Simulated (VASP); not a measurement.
Write the native input for VASP 6.6.1 that does the following.

```yaml
Task: single point
Functional: PBE
Potentials_or_basis: VASP PAW PBE potentials, release 64 (Ga_d, P)
Cutoff: 520 eV
k_mesh: 4 × 4 × 4
Occupations: gaussian, width 0.1 eV
Spin: no spin polarisation
Dipole_correction: no
Further_INCAR_settings: ALGO = Normal; EDIFF = 1e-07; NBANDS = 40
```

The structure of Ga2P lies in POSCAR:

```
Ga2P
1.0
    3.6976784184      0.0000000000      0.0000000000
    0.0000000000      3.6976784184      0.0000000000
    0.0000000000      0.0000000000      7.9269882340
Ga P
4 2
Direct
    0.0000000000      0.0000000000      0.0000000000
    0.5000000000      0.5000000000      0.0000000000
    0.0000000000      0.5000000000      0.3590403310
    0.5000000000      0.0000000000      0.6409596690
    0.0000000000      0.5000000000      0.6808638536
    0.5000000000      0.0000000000      0.3191361464
```

These files were run (other wordings do the same):

INCAR

```
SYSTEM = Ga2P
  PREC = Accurate
  ENCUT = 520
  EDIFF = 1E-7
  ISMEAR = 0
  SIGMA = 0.1
  LREAL = .False.
  LASPH = .True.
  NELM = 100
  ALGO = Normal
  ISIF = 2
  LWAVE = .False.
  LCHARG = .True.
  GGA = PE
  LELF = .True.
  LVHAR = .True.
  NBANDS = 40
```

KPOINTS

```
regular mesh
0
Gamma
  4 4 4
  0 0 0
```

Potentials or basis: VASP PAW PBE potentials, release 64 (Ga_d, P).

Run with:

```console
$ cat potpaw_PBE.64/Ga_d/POTCAR potpaw_PBE.64/P/POTCAR > POTCAR
$ mpirun -np 1 vasp_std > vasp.out
```

Results of the run:

```yaml
Pressure: 0.1 GPa
Largest_force: 0.004 eV/Å
Band_gap_on_the_k_mesh: zero (band 31 reaches 8.54 eV, above the bottom of band 32 at 2.46 eV)
```

Caveat: the k points lie up to 0.42 Å⁻¹ apart.

Wall time 51 s on 1 thread of Intel(R) Xeon(R) 6975P-C (Granite Rapids) (shared host), peak memory 0.22 GiB.
